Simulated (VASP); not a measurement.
Runs of VASP 6.6.1 on BaTiO3. The structure is trigonal, space group R3m (No. 160). The conventional cell has a = 5.655 Å, b = 5.655 Å, c = 6.955 Å, α = 90.00°, β = 90.00°, γ = 120.00°. Ba (site symmetry 3m) has 12 O at 2.79 to 2.89 Å and 8 Ti at 3.37 to 3.59 Å within 3.7 Å. Within 2.5 Å of Ti (site symmetry 3m) lie 6 O at 1.87 to 2.14 Å. Within 2.5 Å of O (site symmetry m) lie 2 Ti at 1.87 to 2.14 Å. 

```csv
U,gap on the mesh (eV),pressure (GPa),largest force (eV/Å)
Ti d U = 1.0 eV,2.43,-0.2,0.39
Ti d U = 3.0 eV,(c),1.6,(a)
Ti d U = 5.0 eV,2.86,(d),1.45
Ti d U = 7.0 eV,(b),5.4,2.00
```

Alike in all rows: task single point; level PBEsol+D4+U; potentials or basis VASP PAW PBE potentials, release 64 (Ba_sv, Ti_sv, O); no spin polarisation; cell as given; k mesh 6 × 6 × 6; cutoff (eV) 520; smearing gaussian 0.01 eV.

Task: Estimate the missing entries.

Result: (a) 0.92; (b) 3.11; (c) 2.63; (d) 3.5.

Caveats: the PAW data sets were made with another functional, which shifts forces and pressure a little; spin-orbit coupling is left out, which moves the levels of the heavy elements.

A k mesh can miss the band edges, and the runs leave out spin-orbit coupling on Ba.
